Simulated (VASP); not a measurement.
# BPd16 in VASP: relaxation of the atoms with PBE

Aim: the relaxation of the atoms of BPd16 with PBE.

Everything below comes from runs of VASP 6.6.1. Logs are shortened: lines on timing, memory, paths and dates and some standing lists are left out, and cuts for length are marked.

### 1 The cell of the first run

The cell holds a slab with vacuum, 17 atoms: a = 7.780 Å, b = 5.501 Å, c = 16.126 Å, α = 90.00°, β = 90.00°, γ = 90.00°.

### 2 Relaxation of the atoms, PBE

Contents of INCAR:

```
ALGO = Normal
EDIFF = 1E-6
EDIFFG = -0.03
ENCUT = 520
GGA = PE
IBRION = 2
ISIF = 2
ISMEAR = -1
LASPH = True
LCHARG = False
LREAL = Auto
LUSENCCL = False
LWAVE = False
NELM = 60
NSW = 80
PREC = Accurate
SIGMA = 0.15
```

Contents of KPOINTS:

```
k-points
0
Gamma
  2 3 1
```

Contents of POSCAR:

```
BPd16
1.0
    7.7800000000      0.0000000000      0.0000000000
    0.0000000000      5.5012910000      0.0000000000
    0.0000000000      0.0000000000     16.1259680000
Pd B
16 1
Selective dynamics
Direct
    0.2500000000      0.2500000000      0.0620118000  F F F
    0.7500000000      0.2500000000      0.0620118000  F F F
    0.2500000000      0.7500000000      0.0620118000  F F F
    0.7500000000      0.7500000000      0.0620118000  F F F
    0.0000000000      0.0000000000      0.1472980000  T T T
    0.5000000000      0.0000000000      0.1472980000  T T T
    0.0000000000      0.5000000000      0.1472980000  T T T
    0.5000000000      0.5000000000      0.1472980000  T T T
    0.2500000000      0.2500000000      0.2325842000  T T T
    0.7500000000      0.2500000000      0.2325842000  T T T
    0.2500000000      0.7500000000      0.2325842000  T T T
    0.7500000000      0.7500000000      0.2325842000  T T T
    0.0000000000      0.0000000000      0.3178704000  T T T
    0.5000000000      0.0000000000      0.3178704000  T T T
    0.0000000000      0.5000000000      0.3178704000  T T T
    0.5000000000      0.5000000000      0.3178704000  T T T
    0.6668306000      0.8275279000      0.4195697000  T T T
```

Potentials or basis: VASP PAW PBE potentials, release 64 (Pd, B).

The run is started by

```bash
> cat potpaw_PBE.64/Pd/POTCAR potpaw_PBE.64/B/POTCAR > POTCAR
> mpirun -np 1 vasp_std > vasp.out
```

OUTCAR:

```text
EDIFF = 1E-6
   EDIFFG = -0.03
   ENCUT = 520
   GGA = PE
   IBRION = 2
   ISIF = 2
   ISMEAR = -1
   LASPH = True
   LREAL = Auto
   NELM = 60
   NSW = 80
   PREC = Accurate

 ion  position               nearest neighbor table
   1  0.250  0.250  0.062-   9 2.75   6 2.75   7 2.75   8 2.75   5 2.75   3 2.75   3 2.75
   2  0.750  0.250  0.062-  10 2.75   6 2.75   7 2.75   8 2.75   5 2.75   4 2.75   4 2.75
   3  0.250  0.750  0.062-  11 2.75   6 2.75   7 2.75   8 2.75   5 2.75   1 2.75   1 2.75
   4  0.750  0.750  0.062-  12 2.75   6 2.75   7 2.75   8 2.75   5 2.75   2 2.75   2 2.75
   5  0.000  0.000  0.147-  13 2.75   2 2.75   3 2.75   4 2.75   9 2.75  10 2.75  11 2.75  12 2.75
                             1 2.75   7 2.75   7 2.75
   6  0.500  0.000  0.147-  14 2.75   2 2.75   3 2.75   4 2.75   9 2.75  10 2.75  11 2.75  12 2.75
                             1 2.75   8 2.75   8 2.75
   7  0.000  0.500  0.147-  15 2.75   2 2.75   3 2.75   4 2.75   9 2.75  10 2.75  11 2.75  12 2.75
                             1 2.75   5 2.75   5 2.75
   8  0.500  0.500  0.147-  16 2.75   2 2.75   3 2.75   4 2.75   9 2.75  10 2.75  11 2.75  12 2.75
                             1 2.75   6 2.75   6 2.75
   9  0.250  0.250  0.233-   1 2.75   5 2.75   6 2.75   7 2.75   8 2.75  13 2.75  14 2.75  15 2.75
                            16 2.75  11 2.75  11 2.75
  10  0.750  0.250  0.233-   2 2.75   5 2.75   6 2.75   7 2.75   8 2.75  13 2.75  14 2.75  15 2.75
                            16 2.75  12 2.75  12 2.75
  11  0.250  0.750  0.233-   3 2.75   5 2.75   6 2.75   7 2.75   8 2.75  13 2.75  14 2.75  15 2.75
[... 6 lines left out ...]
  15  0.000  0.500  0.318-   7 2.75   9 2.75  10 2.75  11 2.75  12 2.75  13 2.75  13 2.75
  16  0.500  0.500  0.318-   8 2.75   9 2.75  10 2.75  11 2.75  12 2.75  14 2.75  14 2.75  17 2.76

  17  0.667  0.828  0.420-  14 2.30  16 2.76

  LATTYP: Found a simple orthorhombic cell.
 ALAT       =     5.5012910000
 B/A-ratio  =     1.4142135001
 C/A-ratio  =     2.9313061243

  Lattice vectors:

 A1 = (   0.0000000000,  -5.5012910000,   0.0000000000)
 A2 = (   7.7800000000,   0.0000000000,   0.0000000000)
 A3 = (   0.0000000000,   0.0000000000,  16.1259680000)

Analysis of symmetry for initial positions (statically):
=====================================================================
 Subroutine PRICEL returns:
 Original cell was already a primitive cell.

 Routine SETGRP: Setting up the symmetry group for a
 simple orthorhombic supercell.

 Subroutine GETGRP returns: Found  1 space group operations
 (whereof  1 operations were pure point group operations)
 out of a pool of  8 trial point group operations.

The static configuration has the point symmetry C_1 .

Analysis of symmetry for dynamics (positions and initial velocities):
=====================================================================
 Subroutine PRICEL returns:
 Original cell was already a primitive cell.

 Routine SETGRP: Setting up the symmetry group for a
 simple orthorhombic supercell.

 Subroutine GETGRP returns: Found  1 space group operations
 (whereof  1 operations were pure point group operations)
 out of a pool of  8 trial point group operations.

The dynamic configuration has the point symmetry C_1 .

Analysis of constrained symmetry for selective dynamics:
=====================================================================
 Subroutine PRICEL returns:
 Original cell was already a primitive cell.

 Routine SETGRP: Setting up the symmetry group for a
 simple orthorhombic supercell.

 Subroutine GETGRP returns: Found  1 space group operations
 (whereof  1 operations were pure point group operations)
 out of a pool of  8 trial point group operations.

The constrained configuration has the point symmetry C_1 .

 Subroutine INISYM returns: Found  1 space group operations
 (whereof  1 operations are pure point group operations),
 and found     1 'primitive' translations

----------------------------------------------------------------------------------------

                                     Primitive cell

  volume of cell :     690.1921

  direct lattice vectors                    reciprocal lattice vectors
     7.780000000  0.000000000  0.000000000     0.128534704  0.000000000  0.000000000
     0.000000000  5.501291000  0.000000000     0.000000000  0.181775514  0.000000000
     0.000000000  0.000000000 16.125968000     0.000000000  0.000000000  0.062011781

  length of vectors
     7.780000000  5.501291000 16.125968000     0.128534704  0.181775514  0.062011781

  position of ions in fractional coordinates (direct lattice)
     0.250000000  0.250000000  0.062011800
     0.750000000  0.250000000  0.062011800
     0.250000000  0.750000000  0.062011800
     0.750000000  0.750000000  0.062011800
     0.000000000  0.000000000  0.147298000
     0.500000000  0.000000000  0.147298000
[... 9 lines left out ...]
     0.500000000  0.500000000  0.317870400
     0.666830600  0.827527900  0.419569700

  ion indices of the primitive-cell ions
   primitive index   ion index
                 1           1
                 2           2
                 3           3
                 4           4
                 5           5
                 6           6
[... 9 lines left out ...]
                16          16
                17          17

----------------------------------------------------------------------------------------

 KPOINTS: k-points

Automatic generation of k-mesh.
 Grid dimensions read from file:
 generate k-points for:    2    3    1

 Generating k-lattice:

  Cartesian coordinates                     Fractional coordinates (reciprocal lattice)
     0.064267352  0.000000000  0.000000000     0.500000000  0.000000000  0.000000000
     0.000000000  0.060591838  0.000000000     0.000000000  0.333333333  0.000000000
     0.000000000  0.000000000  0.062011781     0.000000000  0.000000000  1.000000000

  Length of vectors
     0.064267352  0.060591838  0.062011781

  Shift w.r.t. Gamma in fractional coordinates (k-lattice)
     0.000000000  0.000000000  0.000000000

 Subroutine IBZKPT returns following result:
 ===========================================

 Found      4 irreducible k-points:

 Following reciprocal coordinates:
            Coordinates               Weight
  0.000000  0.000000  0.000000      1.000000
  0.500000  0.000000  0.000000      1.000000
  0.000000  0.333333  0.000000      2.000000
  0.500000  0.333333  0.000000      2.000000
   k-points           NKPTS =      4   k-points in BZ     NKDIM =      4   number of bands    NBANDS=     97
   number of dos      NEDOS =    301   number of ions     NIONS =     17
   total plane-waves  NPLWV = 302400
   dimension x,y,z NGX =    60 NGY =   42 NGZ =  120
   dimension x,y,z NGXF=   120 NGYF=   84 NGZF=  240
   ions per type =              16   1
   NGX,Y,Z   is equivalent  to a cutoff of  12.82, 12.69, 12.37 a.u.
   NGXF,Y,Z  is equivalent  to a cutoff of  25.64, 25.38, 24.74 a.u.
 SYSTEM =  unknown system
   PREC   = accura    normal or accurate (medium, high low for compatibility)
   ISTART =      0    job   : 0-new  1-cont  2-samecut
   ICHARG =      2    charge: 1-file 2-atom 10-const
   ISPIN  =      1    spin polarized calculation?
   LNONCOLLINEAR =      F non collinear calculations
   LSORBIT =      F    spin-orbit coupling
   LASPH  =      T    aspherical Exc in radial PAW
   ENCUT  =  520.0 eV  38.22 Ry    6.18 a.u.  14.47 10.23 29.98*2*pi/ulx,y,z
   NELM   =     60;   NELMIN=  2; NELMDL= -5     # of ELM steps
   EDIFF  = 0.1E-05   stopping-criterion for ELM
   LREAL  =      T    real-space projection
   EDIFFG = -.3E-01   stopping-criterion for IOM
   NSW    =     80    number of steps for IOM
   IBRION =      2    ionic relax: 0-MD 1-quasi-New 2-CG
   NFREE  =      1    steps in history (QN), initial steepest desc. (CG)
   ISIF   =      2    stress and relaxation
   ISYM   =      2    0-nonsym 1-usesym 2-fastsym
   POTIM  = 0.5000    time-step for ionic-motion
   TEBEG  =    0.0;   TEEND  =   0.0 temperature during run
   PSTRESS=    0.0 pullay stress
   NELECT =     163.0000    total number of electrons
   NUPDOWN=      -1.0000    fix difference up-down
   EMIN   =  10.00;   EMAX   =-10.00  energy-range for DOS
   EFERMI =   0.00;   METHOD = LEGACY
   ISMEAR =    -1;   SIGMA  =   0.15  broadening in eV -4-tet -1-fermi 0-gaus
   EFERMI_NEDOS =   21; number of points for ismear=-14 and -15
   IALGO  =     38    algorithm
   IMIX   =      4    mixing-type and parameters
     AMIX     =   0.40;   BMIX     =  1.00
     AMIX_MAG =   1.60;   BMIX_MAG =  1.00
  volume/ion in A,a.u.               =      40.60       273.98
  Fermi-wavevector in a.u.,A,eV,Ry     =   1.011923  1.912257 13.932198  1.023988
  Thomas-Fermi vector in A             =   2.145001
   LORBIT       =      0    0 simple, 1 ext, 2 COOP (PROOUT), +10 PAW based schemes
   GGA     = PE    functional components
   LHFCALC =     F    Hartree Fock is set to
   AEXX    =    0.0000 exact exchange contribution
   IVDW    =     0    specifies the selected vdW correction
   LEPSILON=     F    determine dielectric tensor
   LRPA    =     F    only Hartree local field effects (RPA)
 conjugate gradient relaxation of ions
 non-spin polarized calculation
  energy-cutoff  :      520.00
  volume of cell :      690.19
 maximum number of plane-waves:     18584
 NGX is ok and might be reduce to    60
   NGX = 29   NGY = 21   NGZ = 59

--------------------------------------- Ionic step        1  -------------------------------------------

 number of electron     163.0000070 magnetization

 Free energy of the ion-electron system (eV)
  ---------------------------------------------------
  ext. energy  EPLUGINS =         0.00000000
  ---------------------------------------------------
  free energy    TOTEN  =       -79.93579384 eV

  energy without entropy =      -77.77927621  energy(sigma->0) =      -78.85753503

------------------------ aborting loop because EDIFF is reached ----------------------------------------

  FORCE on cell =-STRESS in cart. coord.  units (eV):
  Direction    XX          YY          ZZ          XY          YZ          ZX
  --------------------------------------------------------------------------------------
  -------------------------------------------------------------------------------------
  Total       -7.3113548     -4.3043626     -2.3955564      0.1612929      0.3755698     -1.6290898
  in kB      -16.9722113     -9.9919309     -5.5609241      0.3744172      0.8718288     -3.7816871
  external PRESSURE =     -10.8416888 kB  Pullay stress =       0.0000000 kB
[... 134 lines left out ...]
  FREE ENERGIE OF THE ION-ELECTRON SYSTEM (eV)
  ---------------------------------------------------
  free  energy   TOTEN  =       -75.8245751814 eV

  energy  without entropy=      -73.7979074116  energy(sigma->0) =      -74.81124130

[... ionic steps 4 to 47 ...]

--------------------------------------- Ionic step       48  -------------------------------------------

 number of electron     163.0000001 magnetization

------------------------ aborting loop because EDIFF is reached ----------------------------------------
[... 97 lines left out ...]
--------------------------------------- Ionic step       50  -------------------------------------------

 number of electron     163.0000002 magnetization

 Free energy of the ion-electron system (eV)
  ---------------------------------------------------
  ext. energy  EPLUGINS =         0.00000000
  ---------------------------------------------------
  free energy    TOTEN  =       -83.29142040 eV

  energy without entropy =      -81.34135009  energy(sigma->0) =      -82.31638525

 E-fermi :   0.1935     XC(G=0):  -5.8475

 val. band max:        0.1878871719   @ k =   0.0000   0.3333   0.0000
 cond. band min:       0.1942101432   @ k =   0.0000   0.0000   0.0000
 fundamental gap:      0.0063229712
 Fermi energy:         0.1935275344

 k-point     1 :       0.0000    0.0000    0.0000
  band No.  band energies     occupation
      1      -7.9043      2.00000
      2      -5.4495      2.00000
      3      -4.9953      2.00000
      4      -4.7797      2.00000
      5      -4.6358      2.00000
      6      -4.3801      2.00000
[... 373 lines left out ...]
     92       3.3262      0.00000
     93       3.3848      0.00000
 [bands above 93 left out]

------------------------ aborting loop because EDIFF is reached ----------------------------------------

  FORCE on cell =-STRESS in cart. coord.  units (eV):
  Direction    XX          YY          ZZ          XY          YZ          ZX
  --------------------------------------------------------------------------------------
  -------------------------------------------------------------------------------------
  Total      -13.4245072     -4.6867104     -0.1525224     -0.0335918     -0.2476669      0.2036927
  in kB      -31.1629760    -10.8794939     -0.3540579     -0.0779784     -0.5749214      0.4728421
  external PRESSURE =     -14.1321759 kB  Pullay stress =       0.0000000 kB
[... 32 lines left out ...]
  FREE ENERGIE OF THE ION-ELECTRON SYSTEM (eV)
  ---------------------------------------------------
  free  energy   TOTEN  =       -83.2914204009 eV

  energy  without entropy=      -81.3413500895  energy(sigma->0) =      -82.31638525

 reached required accuracy - stopping structural energy minimisation
```

It took 64 min on 1 × NVIDIA H100 80GB with 1 thread of AMD EPYC 7R13 (Zen 3), shared host; peak memory 1.6 GiB.

What came out:

* Free energy: -83.2914 eV
* Energy gained by relaxing: 197.4 meV/atom
* Ionic steps: 50
* Band gap on the k mesh: zero (an odd number of electrons rules out a gap without spin polarisation)

Step by step:
| step | energy change (eV) | largest force on free atoms (eV/Å) | pressure (GPa) |
| --- | --- | --- | --- |
| 1 | 0.0000 | 3.0490 | -1.08 |
| 3 | 4.1112 | 33.2157 | 2.28 |
| 5 | -0.9410 | 4.6714 | -0.67 |
| 7 | -1.1149 | 1.7255 | -1.03 |
| 9 | -2.1297 | 1.4532 | -1.36 |
| 11 | -2.1423 | 1.3604 | -1.32 |
| 13 | -2.2938 | 2.2875 | -1.06 |
| 15 | -2.5767 | 1.6211 | -0.92 |
| 17 | -2.7615 | 0.8955 | -1.36 |
| 19 | -2.8309 | 0.6140 | -1.20 |
| 21 | -2.8960 | 0.5888 | -1.11 |
| 23 | -2.9707 | 0.5795 | -1.12 |
| 25 | -3.0894 | 0.7192 | -0.81 |
| 27 | -3.0946 | 0.7578 | -0.76 |
| 29 | -3.1433 | 0.6134 | -0.67 |
| 31 | -3.2162 | 0.2993 | -0.81 |
| 33 | -3.2482 | 0.1971 | -0.96 |
| 35 | -3.2674 | 0.2021 | -1.01 |
| 37 | -3.3100 | 0.2366 | -1.18 |
| 39 | -3.3421 | 0.2274 | -1.34 |
| 41 | -3.3493 | 0.0806 | -1.41 |
| 43 | -3.3524 | 0.0644 | -1.43 |
| 45 | -3.3539 | 0.0522 | -1.43 |
| 47 | -3.3550 | 0.0443 | -1.42 |
| 49 | -3.3552 | 0.0479 | -1.41 |
| 50 | -3.3556 | 0.0254 | -1.41 |

Final structure:
```
Pd B
1.0
     7.78000    0.00000    0.00000
     0.00000    5.50129    0.00000
     0.00000    0.00000   16.12597
Pd B
16 1
Direct
  0.25000 0.25000 0.06201
  0.75000 0.25000 0.06201
  0.25000 0.75000 0.06201
  0.75000 0.75000 0.06201
  0.01364 0.00318 0.14937
  0.48537 0.00304 0.14960
  0.01382 0.50159 0.14971
  0.48531 0.50160 0.14987
  0.24863 0.25404 0.25124
  0.74943 0.25431 0.22451
  0.24833 0.75428 0.25416
  0.74952 0.75459 0.22099
  0.95460 0.00521 0.33181
  0.54136 0.00374 0.33116
  0.95416 0.50854 0.33179
  0.54307 0.50709 0.33138
  0.74825 0.75756 0.34788
```

Levels at points of the mesh, in eV from the Fermi level:
| k point | band 77 | band 78 | band 79 | band 80 | band 81 | band 82 | band 83 | band 84 | band 85 | band 86 |
| --- | --- | --- | --- | --- | --- | --- | --- | --- | --- | --- |
| (0.00, 0.00, 0.00) | -0.15 | -0.06 | -0.05 | -0.03 | 0.00 | 0.05 | 0.09 | 0.16 | 0.31 | 0.68 |
| (0.50, 0.00, 0.00) | -0.15 | -0.09 | -0.03 | -0.01 | 0.02 | 0.02 | 0.03 | 0.09 | 0.41 | 1.17 |

Caveat: the k points lie up to 0.40 Å⁻¹ apart, too coarse for converged energies and pressures of a metal; there is no dipole correction, which matters where the two faces differ.
